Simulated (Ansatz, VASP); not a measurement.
**One calculation of Ru, two programs**

The input INCAR:

```
SYSTEM = Ru
ALGO = Fast ; EDIFF = 1E-6
ENCUT = 520 ; GGA = CA
ISIF = 2 ; ISMEAR = 0
LASPH = .TRUE. ; LCHARG = .TRUE.
LELF = .TRUE. ; LREAL = .FALSE.
LVHAR = .TRUE. ; LWAVE = .FALSE.
NBANDS = 13 ; NELM = 60
PREC = Accurate ; SIGMA = 0.15
```

Contents of KPOINTS:

```
k-points
0
G
  22 22 22
  0 0 0
```

POSCAR

```
Ru
1.0
    0.0000000000      1.9724500000      1.9150000000
    1.9724500000      0.0000000000      1.9150000000
    1.9724500000      1.9724500000      0.0000000000
Ru
1
Direct
    0.0000000000      0.0000000000      0.0000000000
```

Input for Ansatz:

```yaml
crystal:
  lattice:
    - [0.0, 1.97245, 1.915]
    - [1.97245, 0.0, 1.915]
    - [1.97245, 1.97245, 0.0]
  atoms:
    - { symbol: Ru, position: [0.0, 0.0, 0.0] }
basis:
  ecutwfc: 420
kpoints:
  mp_grid: { grid: [22, 22, 22] }
hamiltonian:
  xc: lda
scf:
  occupations: { method: gaussian, width: 0.15 }
output:
  forces: true
  stress: true
  eigenvalues: true
```

Change from the starting cell: strain +0.030 along x and y, +0.000 along z, atoms carried along.

Alike in both runs: task single point; functional LDA; k mesh 22 × 22 × 22; occupations gaussian, width 0.15 eV; no spin polarisation.

```csv
,VASP,Ansatz
version,VASP 6.6.1,Ansatz 0.2.0
potentials or method,"VASP PAW LDA potentials, release 64 (Ru_pv), cutoff 520 eV","scalar-relativistic, plane waves, PAW"
valence electrons in the cell,14,16
```

|  | VASP | Ansatz | Ansatz less VASP |
| --- | --- | --- | --- |
| gap on the k mesh at the Fermi level (eV) | none | none | - |
| pressure (GPa) | -32.9 | -33.3 | -0.41 |
| traceless stress, the component that is largest in VASP (GPa) | 4.07 | 4.08 | +0.010 |

LDA's correlation is that of Perdew and Zunger in VASP and of Perdew and Wang (1992) in Ansatz. A gap of «none» marks a metal or a gap that the smearing closes. Both programs put the cell under strong tension, so it lies far from rest at this level. VASP's potentials hold 14 valence electrons a cell and Ansatz's 16, so a difference there can come from the potentials and not from the codes.

Noted on VASP's run: the cell as given lies far from equilibrium.
